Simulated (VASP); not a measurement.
## CuO: relaxation of shape and atoms at fixed volume with PBE

Crystal: CuO.

```
Cu O
1.0
     2.06112   -2.06685    0.00000
     2.06112    2.06685    0.00000
     0.00000    0.00000    5.09923
Cu O
2 2
Direct
  0.00000 0.50000 0.00000
  0.50000 0.00000 0.50000
  0.50000 0.50000 0.25000
  0.50000 0.50000 0.75000
```

- Program: VASP 6.6.1
- Task: relaxation of shape and atoms at fixed volume
- Functional: PBE
- Potentials or basis: VASP PAW PBE potentials, release 64 (Cu, O)
- Cutoff: 600 eV
- k mesh: 14 × 14 × 8
- Occupations: gaussian, width 0.1 eV
- Spin: no spin polarisation
- Dipole correction: no
- Further INCAR settings: ALGO = Normal; EDIFF = 1e-07; IBRION = 2; EDIFFG = -0.01; NSW = 50; ISIF = 4

The energy gained by relaxing is 0.8 meV/atom, the ionic steps are 3 and the pressure after relaxing is 4.9 GPa. The band gap on the k mesh is zero (bands 17 and 18 overlap by 1.16 eV).

Stress tensor (GPa, compression positive):
```
4.89 0.00 0.00
0.00 4.87 0.00
0.00 0.00 5.04
```

Step by step:
```csv
step,energy change (eV),largest force (eV/Å),pressure (GPa),volume (Å³)
1,0.0000,0.0000,5.61,43.45
2,-0.0025,0.0000,5.24,43.45
3,-0.0033,0.0000,4.94,43.45
```

Final structure:
```
Cu O
1.0
     2.05143   -2.05687    0.00000
     2.05143    2.05687    0.00000
     0.00000    0.00000    5.14817
Cu O
2 2
Cartesian
  1.0257 1.0284 0.0000
  1.0257 -1.0284 2.5741
  2.0514 0.0000 1.2870
  2.0514 0.0000 3.8611
```

Levels at points of the mesh, in eV from the Fermi level:
```csv
k point,band 15,band 16,band 17,band 18,band 19,band 20
"(0.00, 0.00, 0.00)",-2.36,-2.01,0.66,0.66,1.45,6.14
"(0.50, 0.00, 0.00)",-1.62,-1.54,0.21,0.45,3.61,5.95
"(0.50, 0.50, 0.00)",-1.64,-1.23,-1.23,1.14,2.11,7.16
"(0.00, 0.00, 0.50)",-1.59,-1.59,0.09,0.09,3.53,3.53
"(0.50, 0.00, 0.50)",-2.08,-1.87,-0.16,0.67,4.28,5.93
"(0.50, 0.50, 0.50)",-1.45,-1.45,-0.51,-0.51,3.98,3.98
```

It took 5.7 min on 1 thread of Intel(R) Xeon(R) 6975P-C (Granite Rapids) (shared host), peak memory 0.38 GiB.

Caveat: semilocal functionals often make such compounds metallic where correlation or magnetic order opens a gap, which also shifts bond lengths. With open d or f shells a metallic result of PBE can be an artefact of self-interaction; +U or a hybrid may open a gap.
